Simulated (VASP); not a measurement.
Set up this calculation in VASP 6.6.1, as the native input.

* Task: single point
* Functional: LDA
* Potentials or basis: VASP PAW LDA potentials, release 64 (Ga_d, P)
* Cutoff: 520 eV
* k mesh: 12 × 12 × 12
* Occupations: fermi-dirac, width 0.08 eV
* Spin: no spin polarisation
* Dipole correction: no
* Further INCAR settings: ALGO = Normal; EDIFF = 1e-06; NBANDS = 16

The structure of GaP lies in POSCAR:

```
GaP
1.0
    2.6956870601      2.6956870601      0.0000000000
   -2.6956870601      2.6956870601      0.0000000000
    0.0000000000      2.6956870601      2.6956870601
Ga P
1 1
Direct
    0.0000000000      0.0000000000      0.0000000000
    0.7500000000      0.2500000000      0.5000000000
```

The input as run:

INCAR

```
ALGO = Normal ; EDIFF = 1E-6
ENCUT = 520 ; GGA = CA
ISIF = 2 ; ISMEAR = -1
LASPH = True ; LCHARG = False
LREAL = False ; LWAVE = False
NBANDS = 16 ; NELM = 60
PREC = Accurate ; SIGMA = 0.08
```

KPOINTS

```
k-points
0
Gamma
  12 12 12
```

Potentials or basis: VASP PAW LDA potentials, release 64 (Ga_d, P).

Run with:

```bash
$ cat potpaw_LDA.64/Ga_d/POTCAR potpaw_LDA.64/P/POTCAR > POTCAR
$ mpirun -np 1 vasp_std > vasp.out
```

Results of the run:

```yaml
Pressure: 0.1 GPa
Band_gap_on_the_k_mesh: 1.39 eV, indirect (least direct gap 1.91 eV)
```

Run time: 35 s on 1 thread of Intel(R) Xeon(R) Platinum 8375C CPU @ 2.90GHz (Ice Lake), with other jobs on the host, peak memory 0.17 GiB.
